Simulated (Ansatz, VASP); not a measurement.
Se: VASP beside Ansatz

```xyz
2
Lattice="1.3585 -3.9354 0.0000 1.3585 3.9354 0.0000 0.0000 0.0000 4.4951" Properties=species:S:1:pos:R:3 pbc="T T T"
Se    1.3585   -3.4289    1.1238
Se    1.3585    3.4289    3.3713
```

Alike in both runs: task single point; functional PBEsol; k mesh 8 × 8 × 4; occupations fermi-dirac, width 0.05 eV; no spin polarisation.

|  | VASP | Ansatz |
| --- | --- | --- |
| version | VASP 6.6.1 | Ansatz 0.2.0 |
| potentials or method | VASP PAW PBE potentials, release 64 (Se), cutoff 520 eV | plane waves, PAW |
| valence electrons in the cell | 12 | 32 |

VASP gave:

* pressure (GPa): 4.8
* traceless stress, the component that is largest in VASP (GPa): -4.57

What did Ansatz give for the same quantities?

Pressure (GPa): 4.6; traceless stress, the component that is largest in VASP (GPa): -4.43.

VASP's potentials were made for PBE, not for PBEsol. VASP's potentials hold 12 valence electrons a cell and Ansatz's 32, so a difference there can come from the potentials and not from the codes.
